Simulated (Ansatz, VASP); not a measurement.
**HfO2 in VASP and in Ansatz**

File POSCAR:

```
HfO2
1.0
   -2.5575000000     -2.5575000000      0.0000000000
    2.5575000000     -2.5575000000      0.0000000000
   -1.2787500000      0.0000000000     10.2300000000
Hf O
4 8
Direct
   -0.2343750000      0.2343750000      0.9375000000
    0.4531250000      0.5468750000      0.1875000000
   -0.1093750000      0.1093750000      0.4375000000
    0.3281250000      0.6718750000      0.6875000000
    0.4843750000      0.0156250000      0.0625000000
   -0.0781250000      0.5781250000      0.3125000000
    0.3593750000      0.1406250000      0.5625000000
   -0.2031250000      0.7031250000      0.8125000000
    0.4218750000      0.0781250000      0.3125000000
   -0.1406250000      0.6406250000      0.5625000000
    0.2968750000      0.2031250000      0.8125000000
   -0.0156250000      0.5156250000      0.0625000000
```

INCAR.step1

```
PREC     = Accurate       # precision mode
ENCUT    = 520            # plane-wave cutoff, eV
ISMEAR   = 0              # smearing method
SIGMA    = 0.05           # smearing width, eV
LREAL    = False          # projectors in reciprocal space
LASPH    = True           # aspherical terms in the spheres
NELM     = 60             # most SCF steps
NBANDS   = 56             # bands
GGA      = PE             # functional
ALGO     = Normal         # electronic algorithm
EDIFF    = 1E-4           # SCF threshold, eV
LWAVE    = True           # write WAVECAR
LCHARG   = False          # write CHGCAR
```

Contents of INCAR.step2:

```
PREC     = Accurate       # precision mode
ENCUT    = 520            # plane-wave cutoff, eV
EDIFF    = 1E-6           # SCF threshold, eV
ISMEAR   = 0              # smearing method
SIGMA    = 0.05           # smearing width, eV
LREAL    = False          # projectors in reciprocal space
LASPH    = True           # aspherical terms in the spheres
NELM     = 60             # most SCF steps
ALGO     = Normal         # electronic algorithm
ISIF     = 2              # what is computed and relaxed
LWAVE    = False          # write WAVECAR
LCHARG   = False          # write CHGCAR
METAGGA  = R2SCAN         # meta-GGA
LMIXTAU  = True         
NBANDS   = 56             # bands
ISTART   = 1
```

KPOINTS

```
Automatic mesh
0
Gamma
  6 6 3
```

Input for Ansatz:

```yaml
crystal:
  lattice:
    - [-2.5575, -2.5575, 0.0]
    - [2.5575, -2.5575, 0.0]
    - [-1.27875, 0.0, 10.23]
  atoms:
    - { symbol: Hf, position: [-0.234375, 0.234375, 0.9375] }
    - { symbol: Hf, position: [0.453125, 0.546875, 0.1875] }
    - { symbol: Hf, position: [-0.109375, 0.109375, 0.4375] }
    - { symbol: Hf, position: [0.328125, 0.671875, 0.6875] }
    - { symbol: O, position: [0.484375, 0.015625, 0.0625] }
    - { symbol: O, position: [-0.078125, 0.578125, 0.3125] }
    - { symbol: O, position: [0.359375, 0.140625, 0.5625] }
    - { symbol: O, position: [-0.203125, 0.703125, 0.8125] }
    - { symbol: O, position: [0.421875, 0.078125, 0.3125] }
    - { symbol: O, position: [-0.140625, 0.640625, 0.5625] }
    - { symbol: O, position: [0.296875, 0.203125, 0.8125] }
    - { symbol: O, position: [-0.015625, 0.515625, 0.0625] }
basis:
  ecutwfc: 500
kpoints:
  mp_grid: { grid: [6, 6, 3] }
hamiltonian:
  xc: r2scan
scf:
  occupations: { method: gaussian, width: 0.05 }
output:
  forces: true
  stress: true
  eigenvalues: true
  write_density: true
  write_potential: true
  elf: true
  volumetric_format: npy
```

Alike in both runs: task single point; functional r2SCAN; k mesh 6 × 6 × 3; occupations gaussian, width 0.05 eV; no spin polarisation.

```csv
,VASP,Ansatz
version,VASP 6.6.1,Ansatz 0.2.0
potentials or method,"VASP PAW PBE potentials, release 64 (Hf_pv, O), cutoff 520 eV","scalar-relativistic, plane waves, PAW"
valence electrons in the cell,88,152
```

```tsv
	VASP	Ansatz	Ansatz less VASP
gap on the k mesh at the Fermi level (eV)	2.63	2.63	+0.006
least direct gap on the mesh (eV)	2.93	2.95	+0.021
pressure (GPa)	0.2	3.5	+3.35
traceless stress, the component that is largest in VASP (GPa)	-5.10	-5.21	-0.112
rms of the force components (eV/Å)	2.385	2.389	+0.0040
```

VASP's potentials were made for PBE, not for r2SCAN. Atom by atom the forces differ by 0.025 eV/Å (rms over components). VASP's potentials hold 88 valence electrons a cell and Ansatz's 152, so a difference there can come from the potentials and not from the codes.

Spin-orbit coupling is off throughout.
